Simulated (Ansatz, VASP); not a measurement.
P: VASP beside Ansatz

File INCAR:

```
PREC     = Accurate       # precision mode
ENCUT    = 520            # plane-wave cutoff, eV
EDIFF    = 1E-6           # SCF threshold, eV
ISMEAR   = 0              # smearing method
SIGMA    = 0.05           # smearing width, eV
LREAL    = F              # projectors in reciprocal space
LASPH    = T              # aspherical terms in the spheres
NELM     = 60             # most SCF steps
ALGO     = Normal         # electronic algorithm
ISIF     = 2              # what is computed and relaxed
LWAVE    = F              # write WAVECAR
LCHARG   = F              # write CHGCAR
GGA      = PS             # functional
NBANDS   = 18             # bands
```

Contents of KPOINTS:

```
Automatic mesh
0
Gamma
  8 1 6
```

Contents of POSCAR:

```
P
1.0
    3.2843671164      0.0000000000      0.0000000000
    0.0000000000     34.8747471215      0.0000000000
    0.0000000000      0.0000000000      4.0819573385
P
4
Direct
    0.0000000000      0.9696876239      0.5826201324
    0.0000000000      0.0303123761      0.4173798676
    0.5000000000      0.0303123761      0.0826201324
    0.5000000000      0.9696876239      0.9173798676
```

Input for Ansatz:

```yaml
crystal:
  lattice:
    - [3.2843671164, 0.0, 0.0]
    - [0.0, 34.8747471215, 0.0]
    - [0.0, 0.0, 4.0819573385]
  atoms:
    - { symbol: P, position: [0.0, 0.9696876239, 0.5826201324] }
    - { symbol: P, position: [0.0, 0.0303123761, 0.4173798676] }
    - { symbol: P, position: [0.5, 0.0303123761, 0.0826201324] }
    - { symbol: P, position: [0.5, 0.9696876239, 0.9173798676] }
basis:
  ecutwfc: 420
kpoints:
  mp_grid: { grid: [8, 1, 6] }
hamiltonian:
  xc: pbesol
scf:
  occupations: { method: gaussian, width: 0.05 }
output:
  forces: true
  stress: true
  eigenvalues: true
  write_density: true
  write_potential: true
  elf: true
  volumetric_format: npy
```

Change from the starting cell: strain +0.000 along x and y, -0.080 along z, atoms carried along.

Alike in both runs: task single point; functional PBEsol; k mesh 8 × 1 × 6; occupations gaussian, width 0.05 eV; no spin polarisation.

|  | VASP | Ansatz |
| --- | --- | --- |
| version | VASP 6.6.1 | Ansatz 0.2.0 |
| potentials or method | VASP PAW PBE potentials, release 64 (P), cutoff 520 eV | scalar-relativistic, plane waves, PAW |
| valence electrons in the cell | 20 | 20 |

```csv
,VASP,Ansatz,Ansatz less VASP
gap on the k mesh at the Fermi level (eV),0.10,0.08,-0.012
least direct gap on the mesh (eV),0.23,0.23,+0.005
rms of the force components (eV/Å),0.719,0.730,+0.0106
```

VASP's potentials were made for PBE, not for PBEsol. Atom by atom the forces differ by 0.015 eV/Å (rms over components). Ansatz's warnings: xc potential rough in thin density.
